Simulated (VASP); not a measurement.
# Be2C (Fm-3m) in VASP: a series of runs

The runs below take Be2C through elastic constants, with LDA.

Everything below comes from runs of VASP 6.6.1. Logs are shortened: lines on timing, memory, paths and dates and some standing lists are left out, and cuts for length are marked.

### Step 1. The cell of the first run

Symmetry: Fm-3m, No. 225, cubic system. Conventional cell: a = 4.268 Å, b = 4.268 Å, c = 4.268 Å, α = 90.00°, β = 90.00°, γ = 90.00°. Be (site symmetry -43m) has 4 C at 1.85 Å and 6 Be at 2.13 Å within 2.5 Å. C (site symmetry m-3m) has 8 Be at 1.85 Å within 2.5 Å.

### Step 2. Elastic constants, LDA

INCAR reads:

```
SYSTEM = Be2C
ALGO     = Normal         ! electronic algorithm
EDIFF    = 1E-8           ! SCF threshold, eV
ENCUT    = 600            ! plane-wave cutoff, eV
GGA      = CA             ! functional
GGA_COMPAT= .FALSE.      
IBRION   = 6              ! ionic algorithm
ISIF     = 3              ! what is computed and relaxed
ISMEAR   = 0              ! smearing method
LASPH    = .TRUE.         ! aspherical terms in the spheres
LCHARG   = .TRUE.         ! write CHGCAR
LREAL    = .FALSE.        ! projectors in reciprocal space
LWAVE    = .FALSE.        ! write WAVECAR
NELM     = 120            ! most SCF steps
NFREE    = 2            
NSW      = 1              ! ionic steps
POTIM    = 0.015          ! step
PREC     = Accurate       ! precision mode
SIGMA    = 0.01           ! smearing width, eV
```

KPOINTS reads:

```
k-points
0
G
  10 10 10
  0 0 0
```

POSCAR reads:

```
Be2C
1.0
    0.0000000000      2.1341536118      2.1341536118
    2.1341536118      0.0000000000      2.1341536118
    2.1341536118      2.1341536118      0.0000000000
Be C
2 1
Direct
    0.2500000000      0.2500000000      0.2500000000
    0.7500000000      0.7500000000      0.7500000000
    0.0000000000      0.0000000000      0.0000000000
```

Potentials or basis: VASP PAW LDA potentials, release 64 (Be, C).

On the command line:

```bash
> cat potpaw_LDA.64/Be/POTCAR potpaw_LDA.64/C/POTCAR > POTCAR
> mpirun -np 1 vasp_std > vasp.out
```

OUTCAR:

```text
SYSTEM = Be2C
   EDIFF = 1E-8
   ENCUT = 600
   GGA = CA
   IBRION = 6
   ISIF = 3
   ISMEAR = 0
   LASPH = .TRUE.
   LREAL = .FALSE.
   NELM = 120
   NFREE = 2
   NSW = 1
   POTIM = 0.015
   PREC = Accurate

 ion  position               nearest neighbor table
   1  0.250  0.250  0.250-   3 1.85   3 1.85   3 1.85   3 1.85   2 2.13   2 2.13   2 2.13   2 2.13
                             2 2.13   2 2.13
   2  0.750  0.750  0.750-   3 1.85   3 1.85   3 1.85   3 1.85   1 2.13   1 2.13   1 2.13   1 2.13
                             1 2.13   1 2.13
   3  0.000  0.000  0.000-   2 1.85   2 1.85   2 1.85   1 1.85   1 1.85   1 1.85   2 1.85   1 1.85

  LATTYP: Found a face centered cubic cell.
 ALAT       =     4.2683072236

  Lattice vectors:

 A1 = (   0.0000000000,   2.1341536118,   2.1341536118)
 A2 = (   2.1341536118,   0.0000000000,   2.1341536118)
 A3 = (   2.1341536118,   2.1341536118,   0.0000000000)

Analysis of symmetry for initial positions (statically):
=====================================================================
 Subroutine PRICEL returns:
 Original cell was already a primitive cell.

 Routine SETGRP: Setting up the symmetry group for a
 face centered cubic supercell.

 Subroutine GETGRP returns: Found 48 space group operations
 (whereof 48 operations were pure point group operations)
 out of a pool of 48 trial point group operations.

The static configuration has the point symmetry O_h .

Analysis of symmetry for dynamics (positions and initial velocities):
=====================================================================
 Subroutine PRICEL returns:
 Original cell was already a primitive cell.

 Routine SETGRP: Setting up the symmetry group for a
 face centered cubic supercell.

 Subroutine GETGRP returns: Found 48 space group operations
 (whereof 48 operations were pure point group operations)
 out of a pool of 48 trial point group operations.

The dynamic configuration has the point symmetry O_h .

 Subroutine INISYM returns: Found 48 space group operations
 (whereof 48 operations are pure point group operations),
 and found     1 'primitive' translations

----------------------------------------------------------------------------------------

                                     Primitive cell

  volume of cell :      19.4405

  direct lattice vectors                    reciprocal lattice vectors
     0.000000000  2.134153612  2.134153612    -0.234284916  0.234284916  0.234284916
     2.134153612  0.000000000  2.134153612     0.234284916 -0.234284916  0.234284916
     2.134153612  2.134153612  0.000000000     0.234284916  0.234284916 -0.234284916

  length of vectors
     3.018148982  3.018148982  3.018148982     0.405793378  0.405793378  0.405793378

  position of ions in fractional coordinates (direct lattice)
     0.250000000  0.250000000  0.250000000
     0.750000000  0.750000000  0.750000000
     0.000000000  0.000000000  0.000000000

  ion indices of the primitive-cell ions
   primitive index   ion index
                 1           1
                 2           2
                 3           3

----------------------------------------------------------------------------------------

 KPOINTS: k-points

Automatic generation of k-mesh.
 Grid dimensions read from file:
 generate k-points for:   10   10   10

 Generating k-lattice:

  Cartesian coordinates                     Fractional coordinates (reciprocal lattice)
    -0.023428492  0.023428492  0.023428492     0.100000000  0.000000000  0.000000000
     0.023428492 -0.023428492  0.023428492     0.000000000  0.100000000  0.000000000
     0.023428492  0.023428492 -0.023428492     0.000000000  0.000000000  0.100000000

  Length of vectors
     0.040579338  0.040579338  0.040579338
[... 77 lines left out ...]
  Thomas-Fermi vector in A             =   2.352999
   LORBIT       =      0    0 simple, 1 ext, 2 COOP (PROOUT), +10 PAW based schemes
   GGA     = CA    functional components
   LHFCALC =     F    Hartree Fock is set to
   AEXX    =    0.0000 exact exchange contribution
   IVDW    =     0    specifies the selected vdW correction
   LEPSILON=     F    determine dielectric tensor
   LRPA    =     F    only Hartree local field effects (RPA)
 finite differences with symmetry
 non-spin polarized calculation
 Gauss-broadening in eV      SIGMA  =   0.01
  energy-cutoff  :      600.00
  volume of cell :       19.44
 maximum number of plane-waves:       662
   NGX = 13   NGY = 13   NGZ = 13

--------------------------------------- Ionic step        1  -------------------------------------------

 number of electron       7.9999999 magnetization

 Free energy of the ion-electron system (eV)
  ---------------------------------------------------
  ext. energy  EPLUGINS =         0.00000000
  ---------------------------------------------------
  free energy    TOTEN  =       -19.43244202 eV

  energy without entropy =      -19.43244202  energy(sigma->0) =      -19.43244202

------------------------ aborting loop because EDIFF is reached ----------------------------------------

  FORCE on cell =-STRESS in cart. coord.  units (eV):
  Direction    XX          YY          ZZ          XY          YZ          ZX
  --------------------------------------------------------------------------------------
  -------------------------------------------------------------------------------------
  Total        0.0588901      0.0588901      0.0588901     -0.0000000     -0.0000000      0.0000000
  in kB        4.8533974      4.8533974      4.8533974     -0.0000000     -0.0000000      0.0000000
  external PRESSURE =       4.8533974 kB  Pullay stress =       0.0000000 kB
[... 92 lines left out ...]
  FREE ENERGIE OF THE ION-ELECTRON SYSTEM (eV)
  ---------------------------------------------------
  free  energy   TOTEN  =       -19.4231034979 eV

  energy  without entropy=      -19.4231034979  energy(sigma->0) =      -19.42310350

[... ionic steps 4 to 14 ...]

--------------------------------------- Ionic step       15  -------------------------------------------

 number of electron       7.9999999 magnetization

------------------------ aborting loop because EDIFF is reached ----------------------------------------
[... 69 lines left out ...]
--------------------------------------- Ionic step       17  -------------------------------------------

 number of electron       8.0000000 magnetization

 Free energy of the ion-electron system (eV)
  ---------------------------------------------------
  ext. energy  EPLUGINS =         0.00000000
  ---------------------------------------------------
  free energy    TOTEN  =       -19.43109137 eV

  energy without entropy =      -19.43109137  energy(sigma->0) =      -19.43109137

 E-fermi :   7.9887     XC(G=0): -11.6913

 val. band max:        7.9455347846   @ k =   0.0000   0.0000   0.0000
 cond. band min:       9.1417480390   @ k =   0.5000   0.5000   0.0000
 fundamental gap:      1.1962132545
 Fermi energy:         7.9887197703

 k-point     1 :       0.0000    0.0000    0.0000
  band No.  band energies     occupation
      1      -7.2300      2.00000
      2       7.9408      2.00000
      3       7.9408      2.00000
      4       7.9455      2.00000
      5      12.0464      0.00000
      6      12.0506      0.00000
      7      12.0506      0.00000
      8      15.2901      0.00000
[... 243 lines left out ...]
 k-point    24 :       0.4000    0.3000    0.0000
  band No.  band energies     occupation
      1      -4.7044      2.00000
      2       2.3749      2.00000
      3       3.6522      2.00000
      4       3.7609      2.00000
      5      10.7345      0.00000
      6      13.9644      0.00000
      7      18.4048      0.00000
      8      18.6221      0.00000

 [... further k-points ...]

------------------------ aborting loop because EDIFF is reached ----------------------------------------

  FORCE on cell =-STRESS in cart. coord.  units (eV):
  Direction    XX          YY          ZZ          XY          YZ          ZX
  --------------------------------------------------------------------------------------
  -------------------------------------------------------------------------------------
  Total        0.0628408      0.0624308      0.0624308     -0.0000000      0.0000000      0.0000000
  in kB        5.1789952      5.1452050      5.1452050     -0.0000000      0.0000000      0.0000000
  external PRESSURE =       5.1564684 kB  Pullay stress =       0.0000000 kB
[... 18 lines left out ...]
  FREE ENERGIE OF THE ION-ELECTRON SYSTEM (eV)
  ---------------------------------------------------
  free  energy   TOTEN  =       -19.4310913722 eV

  energy  without entropy=      -19.4310913722  energy(sigma->0) =      -19.43109137

 INTERNAL STRAIN TENSORS FROM STRAINED CELLS
 ============================================

 INTERNAL STRAIN TENSOR FOR ION    1 for displacements in x,y,z  (eV/Angst):
          X           Y           Z          XY          YZ          ZX
  --------------------------------------------------------------------------------
  x     0.00000     0.00000     0.00000     0.00000     1.41579    -0.00000
  y     0.00000     0.00000    -0.00000    -0.00000     0.00000     1.41581
  z     0.00000     0.00000     0.00000     1.41596    -0.00000    -0.00000

 INTERNAL STRAIN TENSORS FROM DISPLACED ATOMS
 ============================================

 INTERNAL STRAIN TENSOR FOR ION    1 for displacements in x,y,z  (eV/Angst):
          X           Y           Z          XY          YZ          ZX
  --------------------------------------------------------------------------------
  x     0.00000    -0.00000    -0.00000     0.00000     1.40935     0.00000
  y    -0.00000     0.00000    -0.00000     0.00000     0.00000     1.40935
  z    -0.00000    -0.00000     0.00000     1.40935     0.00000     0.00000

 INTERNAL STRAIN TENSOR FOR ION    3 for displacements in x,y,z  (eV/Angst):
          X           Y           Z          XY          YZ          ZX
  --------------------------------------------------------------------------------
  x     0.00000     0.00000     0.00000     0.00000     0.00000     0.00000
  y     0.00000     0.00000     0.00000     0.00000     0.00000     0.00000
  z     0.00000     0.00000     0.00000     0.00000     0.00000     0.00000

 Eigenvectors and eigenvalues of the dynamical matrix
 ----------------------------------------------------

   1 f  =   21.654354 THz   136.058316 2PiTHz  722.311484 cm-1    89.555170 meV
             X         Y         Z           dx          dy          dz
      1.067077  1.067077  1.067077    -0.000000    0.133602    0.694371
      3.201230  3.201230  3.201230    -0.000000   -0.133602   -0.694371
      0.000000  0.000000  0.000000     0.000000    0.000000   -0.000000
[... 43 lines left out ...]
   9 f/i=    0.001254 THz     0.007881 2PiTHz    0.041838 cm-1     0.005187 meV
             X         Y         Z           dx          dy          dz
      1.067077  1.067077  1.067077    -0.529275    0.135925   -0.038551
      3.201230  3.201230  3.201230    -0.529275    0.135925   -0.038551
      0.000000  0.000000  0.000000    -0.610915    0.156892   -0.044497

--------------------------------------------------------------------------------------------------------

 ELASTIC MODULI CONTR FROM IONIC RELAXATION (kBar)
 Direction    XX          YY          ZZ          XY          YZ          ZX
 --------------------------------------------------------------------------------
 XX          -0.0000      0.0000      0.0000      0.0000     -0.0000      0.0000
 YY           0.0000     -0.0000     -0.0000      0.0000      0.0000     -0.0000
 ZZ           0.0000     -0.0000     -0.0000     -0.0000      0.0000      0.0000
 XY           0.0000      0.0000     -0.0000    -18.9326     -0.0000     -0.0000
 YZ          -0.0000      0.0000      0.0000     -0.0000    -18.9326     -0.0000
 ZX           0.0000     -0.0000      0.0000     -0.0000     -0.0000    -18.9326
 --------------------------------------------------------------------------------

 TOTAL ELASTIC MODULI (kBar)
 Direction    XX          YY          ZZ          XY          YZ          ZX
 --------------------------------------------------------------------------------
 XX        6072.4779    217.8852    217.8852      0.0000     -0.0000     -0.0000
 YY         217.8852   6072.4779    217.8852      0.0000      0.0000      0.0000
 ZZ         217.8852    217.8852   6072.4779     -0.0000      0.0000     -0.0000
 XY           0.0000      0.0000     -0.0000   2251.1930     -0.0000     -0.0000
 YZ          -0.0000      0.0000      0.0000     -0.0000   2251.1930     -0.0000
 ZX          -0.0000      0.0000     -0.0000     -0.0000     -0.0000   2251.1930
 --------------------------------------------------------------------------------
```

Run time: 1.9 min. Hardware: 1 thread of Intel Xeon Platinum 8559C (Emerald Rapids), shared host; peak memory 0.22 GiB.

What came out:

| Quantity | Value |
| --- | --- |
| Elastic constants C11, C12, C44 | 607, 22, 225 GPa |
| Voigt bulk modulus | 217 GPa |
| Highest phonon frequency at Γ | 722 cm⁻¹ |

Phonon frequencies in cm⁻¹ (negative: imaginary):
| q point | frequencies |
| --- | --- |
| (0.000, 0.000, 0.000) | 0 0 0 673 673 673 722 722 722 |

Elastic tensor in Voigt notation (GPa, in the Cartesian axes of the cell as first typed):
```
607  22  22   0   0   0
 22 607  22   0   0   0
 22  22 607   0   0   0
  0   0   0 225   0   0
  0   0   0   0 225   0
  0   0   0   0   0 225
```

Clamped-ion elastic tensor (GPa):
```
607  22  22   0   0   0
 22 607  22   0   0   0
 22  22 607   0   0   0
  0   0   0 227   0   0
  0   0   0   0 227   0
  0   0   0   0   0 227
```

### Step 3. Elastic constants, LDA

INCAR reads:

```
PREC = Accurate
ENCUT = 600
EDIFF = 1E-8
ISMEAR = 0
SIGMA = 0.01
LREAL = False
LASPH = True
NELM = 120
ALGO = Normal
ISIF = 3
LWAVE = False
LCHARG = True
GGA = CA
NBANDS = 11
IBRION = 6
NFREE = 2
POTIM = 0.015
NSW = 1
GGA_COMPAT = False
```

KPOINTS reads:

```
Automatic mesh
0
Gamma
  10 10 10
```

POSCAR is that of step 2.

Potentials or basis: VASP PAW LDA potentials, release 64 (Be, C).

On the command line:

```bash
> cat potpaw_LDA.64/Be/POTCAR potpaw_LDA.64/C/POTCAR > POTCAR
> mpirun -np 1 vasp_std > vasp.out
```

It took 2.4 min on 1 thread of Intel Xeon Platinum 8559C (Emerald Rapids), shared host; peak memory 0.23 GiB.

Results (log left out):

```
Elastic constants C11, C12, C44 : 607, 22, 225 GPa
Voigt bulk modulus              : 217 GPa
Highest phonon frequency at Γ   : 722 cm⁻¹
```

Phonon frequencies in cm⁻¹ (negative: imaginary):
```
              q point                    frequencies
(0.000, 0.000, 0.000)  0 0 0 673 673 673 722 722 722
```

Elastic tensor in Voigt notation (GPa, in the Cartesian axes of the cell as first typed):
```
607  22  22   0   0   0
 22 607  22   0   0   0
 22  22 607   0   0   0
  0   0   0 225   0   0
  0   0   0   0 225   0
  0   0   0   0   0 225
```

Clamped-ion elastic tensor (GPa):
```
607  22  22   0   0   0
 22 607  22   0   0   0
 22  22 607   0   0   0
  0   0   0 227   0   0
  0   0   0   0 227   0
  0   0   0   0   0 227
```
